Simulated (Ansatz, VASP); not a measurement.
**Al3Cu2 in VASP and in Ansatz**

```
Al Cu
1.0
    -2.04929   -3.54948    0.00000
     2.04929   -3.54948    0.00000
     0.00000   -1.77474    9.96420
Al Cu
6 4
Direct
  0.81250 0.81250 0.75000
  0.93750 0.93750 0.25000
  0.43523 0.43523 0.92575
  0.56023 0.56023 0.42575
  0.31477 0.31477 0.07425
  0.18977 0.18977 0.57425
  0.62388 0.62388 0.17114
  0.49888 0.49888 0.67114
  0.12612 0.12612 0.82886
  0.25112 0.25112 0.32886
```

Alike in both runs: task single point; functional PBEsol; k mesh 13 × 13 × 5; occupations gaussian, width 0.15 eV; no spin polarisation.

|  | VASP | Ansatz |
| --- | --- | --- |
| version | VASP 6.6.1 | Ansatz 0.2.0 |
| potentials or method | VASP PAW PBE potentials, release 64 (Al, Cu), cutoff 520 eV | scalar-relativistic, plane waves, PAW |
| valence electrons in the cell | 62 | 94 |

|  | VASP | Ansatz | Ansatz less VASP |
| --- | --- | --- | --- |
| gap on the k mesh at the Fermi level (eV) | none | none | - |
| pressure (GPa) | 16.1 | 15.9 | -0.26 |
| traceless stress, the component that is largest in VASP (GPa) | 27.35 | 27.38 | +0.030 |
| rms of the force components (eV/Å) | 7.105 | 7.110 | +0.0054 |

VASP's potentials were made for PBE, not for PBEsol. Atom by atom the forces differ by 0.010 eV/Å (rms over components). A gap of «none» marks a metal or a gap that the smearing closes. The functional is the same, so the differences come from potentials, cutoffs and numerics. VASP's potentials hold 62 valence electrons a cell and Ansatz's 94, so a difference there can come from the potentials and not from the codes.
